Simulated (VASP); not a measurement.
Here is a VASP 6.6.1 calculation.

INCAR

```
PREC = Accurate
ENCUT = 520
EDIFF = 1E-7
ISMEAR = -1
SIGMA = 0.05
LREAL = F
LASPH = T
NELM = 60
ALGO = Normal
ISIF = 2
LWAVE = F
LCHARG = F
GGA = CA
NBANDS = 32
```

File KPOINTS:

```
Automatic mesh
0
Gamma
  7 7 7
```

Contents of POSCAR:

```
Bi2Te3
1.0
    2.1782814357      1.2576313732     10.0974386602
   -2.1782814357      1.2576313732     10.0974386602
    0.0000000000     -2.5152627466     10.0974386602
Bi Te
2 3
Direct
    0.6000000000      0.6000000000      0.6000000000
    0.4000000000      0.4000000000      0.4000000000
    0.7905000000      0.7905000000      0.7905000000
    0.2095000000      0.2095000000      0.2095000000
    0.0000000000      0.0000000000      0.0000000000
```

Potentials or basis: VASP PAW LDA potentials, release 64 (Bi_d, Te).

Run with:

```bash
$ cat potpaw_LDA.64/Bi_d/POTCAR potpaw_LDA.64/Te/POTCAR > POTCAR
$ mpirun -np 1 vasp_std > vasp.out
```

(1) Estimate the pressure.

(2) Estimate the band gap on the k mesh.

(3) Predict the largest force.

## Answers

(1) -0.6 GPa.

(2) 0.18 eV.

(3) 0.031 eV/Å.

Caveat: spin-orbit coupling is left out, which moves the levels of the heavy elements.
